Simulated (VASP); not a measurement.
# SiAs3 (R-3m) in VASP: a series of runs, part 2 of 2

VASP 6.6.1. The steps go on from the part before.

**4. Relaxation of cell and atoms, PBE**

This run uses another cell than the first one, of 20.33 Å³/atom, 1.030 times its volume.

INCAR reads:

```
PREC = Accurate
ENCUT = 600
EDIFF = 1E-6
ISMEAR = 0
SIGMA = 0.1
LREAL = False
LASPH = True
NELM = 100
ALGO = Normal
ISIF = 3
LWAVE = False
LCHARG = False
GGA = PE
IBRION = 2
NSW = 90
EDIFFG = -0.04
```

KPOINTS reads:

```
Automatic mesh
0
Gamma
  3 3 3
```

POSCAR reads:

```
SiAs3
1.0
    3.6701148100      2.1189417800      3.4859944900
   -3.6701148100      2.1189417800      3.4859944900
    0.0000000000     -4.2378835500      3.4859944900
Si As
2 6
Direct
    0.2576000100      0.2576000100      0.2576000100
    0.7423999900      0.7423999900      0.7423999900
    0.7967000000      0.2550000000      0.7967000000
    0.7967000000      0.7967000000      0.2550000000
    0.2550000000      0.7967000000      0.7967000000
    0.2033000000      0.7450000000      0.2033000000
    0.7450000000      0.2033000000      0.2033000000
    0.2033000000      0.2033000000      0.7450000000
```

Potentials or basis: VASP PAW PBE potentials, release 64 (Si, As).

On the command line:

```
$ cat potpaw_PBE.64/Si/POTCAR potpaw_PBE.64/As/POTCAR > POTCAR
$ mpirun -np 1 vasp_std > vasp.out
```

OUTCAR:

```text
PREC = Accurate
   ENCUT = 600
   EDIFF = 1E-6
   ISMEAR = 0
   LREAL = False
   LASPH = True
   NELM = 100
   ISIF = 3
   GGA = PE
   IBRION = 2
   NSW = 90
   EDIFFG = -0.04

 ion  position               nearest neighbor table
   1  0.258  0.258  0.258-   6 2.65   7 2.65   8 2.65   8 2.91   6 2.91   7 2.91
   2  0.742  0.742  0.742-   3 2.65   5 2.65   4 2.65   4 2.91   5 2.91   3 2.91
   3  0.797  0.255  0.797-   8 2.21   7 2.21   2 2.65   2 2.91
   4  0.797  0.797  0.255-   6 2.21   7 2.21   2 2.65   2 2.91
   5  0.255  0.797  0.797-   8 2.21   6 2.21   2 2.65   2 2.91
   6  0.203  0.745  0.203-   4 2.21   5 2.21   1 2.65   1 2.91
   7  0.745  0.203  0.203-   4 2.21   3 2.21   1 2.65   1 2.91
   8  0.203  0.203  0.745-   3 2.21   5 2.21   1 2.65   1 2.91

  LATTYP: Found a trigonal (rhomboedric) cell.
 ALAT       =     5.4874233086
 COS(alpha) =     0.1053516408

  Lattice vectors:

 A1 = (   3.6701148100,   2.1189417800,   3.4859944900)
 A2 = (  -3.6701148100,   2.1189417800,   3.4859944900)
 A3 = (   0.0000000000,  -4.2378835500,   3.4859944900)

Analysis of symmetry for initial positions (statically):
=====================================================================
 Subroutine PRICEL returns:
 Original cell was already a primitive cell.

 Routine SETGRP: Setting up the symmetry group for a
 trigonal (rhombohedral) supercell.

 Subroutine GETGRP returns: Found 12 space group operations
 (whereof 12 operations were pure point group operations)
 out of a pool of 12 trial point group operations.

The static configuration has the point symmetry D_3d.

Analysis of symmetry for dynamics (positions and initial velocities):
=====================================================================
 Subroutine PRICEL returns:
 Original cell was already a primitive cell.

 Routine SETGRP: Setting up the symmetry group for a
 trigonal (rhombohedral) supercell.

 Subroutine GETGRP returns: Found 12 space group operations
 (whereof 12 operations were pure point group operations)
 out of a pool of 12 trial point group operations.

The dynamic configuration has the point symmetry D_3d.

[... 107 lines left out ...]
   EFERMI_NEDOS =   21; number of points for ismear=-14 and -15
   IALGO  =     38    algorithm
   IMIX   =      4    mixing-type and parameters
     AMIX     =   0.40;   BMIX     =  1.00
     AMIX_MAG =   1.60;   BMIX_MAG =  1.00
  volume/ion in A,a.u.               =      20.33       137.21
  Fermi-wavevector in a.u.,A,eV,Ry     =   1.008271  1.905355 13.831817  1.016610
  Thomas-Fermi vector in A             =   2.141127
   LORBIT       =      0    0 simple, 1 ext, 2 COOP (PROOUT), +10 PAW based schemes
   GGA     = PE    functional components
   LHFCALC =     F    Hartree Fock is set to
   AEXX    =    0.0000 exact exchange contribution
   IVDW    =     0    specifies the selected vdW correction
   LEPSILON=     F    determine dielectric tensor
   LRPA    =     F    only Hartree local field effects (RPA)
 conjugate gradient relaxation of ions
 non-spin polarized calculation
 Gauss-broadening in eV      SIGMA  =   0.10
  energy-cutoff  :      600.00
  volume of cell :      162.66
 maximum number of plane-waves:      5443
 NGX is ok and might be reduce to    48
   NGX = 21   NGY = 21   NGZ = 21

--------------------------------------- Ionic step        1  -------------------------------------------

 number of electron      37.9999995 magnetization

 Free energy of the ion-electron system (eV)
  ---------------------------------------------------
  ext. energy  EPLUGINS =         0.00000000
  ---------------------------------------------------
  free energy    TOTEN  =       -35.51033184 eV

  energy without entropy =      -35.50142262  energy(sigma->0) =      -35.50587723

------------------------ aborting loop because EDIFF is reached ----------------------------------------

  FORCE on cell =-STRESS in cart. coord.  units (eV):
  Direction    XX          YY          ZZ          XY          YZ          ZX
  --------------------------------------------------------------------------------------
  -------------------------------------------------------------------------------------
  Total       16.4916157     16.4916157      7.9378010      0.0000000      0.0000000      0.0000000
  in kB      162.4415658    162.4415663     78.1869315      0.0000000      0.0000001      0.0000000
  external PRESSURE =     134.3566879 kB  Pullay stress =       0.0000000 kB
[... 448 lines left out ...]
     23       7.2436      0.00000
     24       7.5056      0.00000

[... ionic steps 4 to 28 ...]

--------------------------------------- Ionic step       29  -------------------------------------------

 number of electron      37.9999995 magnetization

------------------------ aborting loop because EDIFF is reached ----------------------------------------
[... 79 lines left out ...]
--------------------------------------- Ionic step       31  -------------------------------------------

 number of electron      37.9999995 magnetization

 Free energy of the ion-electron system (eV)
  ---------------------------------------------------
  ext. energy  EPLUGINS =         0.00000000
  ---------------------------------------------------
  free energy    TOTEN  =       -38.21798687 eV

  energy without entropy =      -38.21009237  energy(sigma->0) =      -38.21403962

 E-fermi :   5.9861     XC(G=0): -10.2531

 val. band max:        5.9178074766   @ k =  -0.3333   0.3333   0.0000
 cond. band min:       6.2296931383   @ k =  -0.3333   0.3333   0.0000
 fundamental gap:      0.3118856617
 Fermi energy:         5.9861348008
[... 195 lines left out ...]
  FREE ENERGIE OF THE ION-ELECTRON SYSTEM (eV)
  ---------------------------------------------------
  free  energy   TOTEN  =       -38.2179868688 eV

  energy  without entropy=      -38.2100923704  energy(sigma->0) =      -38.21403962

 reached required accuracy - stopping structural energy minimisation
```

CONTCAR:

```text
SiAs3
   1.00000000000000
     3.7737412283876752    2.1787705205848833    3.2016176107630154
    -3.7737412283876752    2.1787705205848833    3.2016176107630154
    -0.0000000000000000   -4.3575410317760719    3.2016176113154162
  Si              As
     2     6
Direct
     0.2623337888250835    0.2623337888250835    0.2623337888247621
     0.7376662111749165    0.7376662111749165    0.7376662111752379
     0.7650255143675239    0.2658398617520953    0.7650255143659875
     0.7650255143638000    0.7650255143638000    0.2658398617558848
     0.2658398617520953    0.7650255143675239    0.7650255143659875
     0.2349744856324764    0.7341601382479046    0.2349744856340126
     0.7341601382479046    0.2349744856324763    0.2349744856340126
     0.2349744856362002    0.2349744856362002    0.7341601382441147

  0.00000000E+00  0.00000000E+00  0.00000000E+00
  0.00000000E+00  0.00000000E+00  0.00000000E+00
  0.00000000E+00  0.00000000E+00  0.00000000E+00
  0.00000000E+00  0.00000000E+00  0.00000000E+00
  0.00000000E+00  0.00000000E+00  0.00000000E+00
  0.00000000E+00  0.00000000E+00  0.00000000E+00
  0.00000000E+00  0.00000000E+00  0.00000000E+00
  0.00000000E+00  0.00000000E+00  0.00000000E+00
```

Wall time 9.8 min (1 thread of AMD EPYC 7R13 (Zen 3), shared host); peak memory 0.32 GiB.

What came out:

| Quantity | Value |
| --- | --- |
| Free energy | -38.2180 eV |
| Relaxed volume | 19.74 Å³/atom |
| Relaxed cell | a = 5.407 Å, b = 5.407 Å, c = 5.407 Å, α = 88.52°, β = 88.52°, γ = 88.52° |
| Space group after relaxing (to 0.05 Å) | R-3m (No. 166) |
| Energy gained by relaxing | 338.5 meV/atom |
| Ionic steps | 31 |
| Pressure after relaxing | 0.0 GPa |
| Largest force after relaxing | 0.019 eV/Å |
| Band gap on the k mesh | zero (band 19 reaches 5.92 eV, above the bottom of band 20 at 4.70 eV) |

Forces on the atoms (eV/Å):
```
Si   0.000  0.000 -0.013
Si   0.000  0.000  0.013
As   0.004 -0.002  0.019
As   0.000  0.004  0.019
As  -0.004 -0.002  0.019
As  -0.004  0.002 -0.019
As   0.004  0.002 -0.019
As   0.000 -0.004 -0.019
```

Step by step:
| step | energy change (eV) | largest force (eV/Å) | pressure (GPa) | volume (Å³) |
| --- | --- | --- | --- | --- |
| 1 | 0.0000 | 4.6970 | 13.44 | 162.66 |
| 2 | -0.5811 | 1.1366 | -11.26 | 206.03 |
| 3 | -2.0720 | 0.6323 | -3.95 | 182.20 |
| 4 | -2.0766 | 0.6944 | -3.53 | 181.40 |
| 5 | -2.0771 | 0.7380 | -3.26 | 180.91 |
| 6 | -2.4059 | 0.6297 | -1.58 | 172.09 |
| 7 | -2.5940 | 0.5375 | 2.47 | 159.74 |
| 8 | -2.6728 | 0.1396 | 0.16 | 161.39 |
| 9 | -2.6760 | 0.1033 | 0.49 | 161.10 |
| 10 | -2.6800 | 0.0453 | -0.25 | 162.53 |
| 11 | -2.6800 | 0.0497 | -0.21 | 162.42 |
| 12 | -2.6819 | 0.0481 | -0.11 | 162.10 |
| 13 | -2.6846 | 0.0846 | 0.17 | 161.15 |
| 14 | -2.6860 | 0.0726 | 0.04 | 161.19 |
| 15 | -2.6893 | 0.0446 | -0.32 | 161.31 |
| 16 | -2.6920 | 0.0325 | -1.00 | 161.54 |
| 17 | -2.6924 | 0.0338 | -1.00 | 161.49 |
| 18 | -2.6935 | 0.0388 | -1.03 | 161.33 |
| 19 | -2.6949 | 0.0532 | -1.06 | 161.02 |
| 20 | -2.6931 | 0.0923 | -1.09 | 160.39 |
| 21 | -2.6951 | 0.0605 | -1.07 | 160.89 |
| 22 | -2.6967 | 0.0576 | -0.96 | 160.65 |
| 23 | -2.7004 | 0.0527 | -0.61 | 159.91 |
| 24 | -2.7030 | 0.0672 | 0.09 | 158.44 |
| 25 | -2.7030 | 0.0639 | 0.03 | 158.58 |
| 26 | -2.7033 | 0.0637 | 0.02 | 158.55 |
| 27 | -2.7041 | 0.0632 | 0.02 | 158.48 |
| 28 | -2.7053 | 0.0623 | 0.01 | 158.34 |
| 29 | -2.7061 | 0.0606 | 0.01 | 158.06 |
| 30 | -2.7066 | 0.0486 | 0.00 | 158.03 |
| 31 | -2.7077 | 0.0191 | 0.00 | 157.94 |

Final structure:
```cif
data_structure
_symmetry_space_group_name_H-M 'P 1'
_symmetry_Int_Tables_number 1
_cell_length_a 5.4073
_cell_length_b 5.4073
_cell_length_c 5.4073
_cell_angle_alpha 88.518
_cell_angle_beta 88.518
_cell_angle_gamma 88.518
_cell_volume 157.94
loop_
_atom_site_label
_atom_site_type_symbol
_atom_site_fract_x
_atom_site_fract_y
_atom_site_fract_z
_atom_site_occupancy
Si1 Si 0.26233 0.26233 0.26233 1
Si2 Si 0.73767 0.73767 0.73767 1
As1 As 0.76503 0.26584 0.76503 1
As2 As 0.76503 0.76503 0.26584 1
As3 As 0.26584 0.76503 0.76503 1
As4 As 0.23497 0.73416 0.23497 1
As5 As 0.73416 0.23497 0.23497 1
As6 As 0.23497 0.23497 0.73416 1
```

Caveat: the k points lie up to 0.39 Å⁻¹ apart in the final cell.

**5. The runs side by side**

| task | cell | cutoff (eV) | gap on the mesh (eV) | pressure (GPa) | largest force (eV/Å) |
| --- | --- | --- | --- | --- | --- |
| single point | a = 5.407 Å, angles 88.4°, 8 atoms | 520 | none | 0.2 | 0.03 |
| single point | a = 5.487 Å, angles 84.0°, 8 atoms | 520 | none | 13.4 | 4.70 |
| relaxation of cell and atoms | relaxed from a = 5.487 Å, angles 84.0°, 8 atoms | 600 | none | 0.0 | 0.02 |

Alike in all rows: level PBE; potentials or basis VASP PAW PBE potentials, release 64 (Si, As); no spin polarisation; k mesh 3 × 3 × 3; smearing gaussian 0.1 eV.

Caveats: all runs use coarse meshes; forces of over 1 eV/Å act on the atoms, so gaps and moduli don't describe the material at rest (some runs).

Total energies depend on the potentials used, so only differences within one code and one set of settings carry meaning.
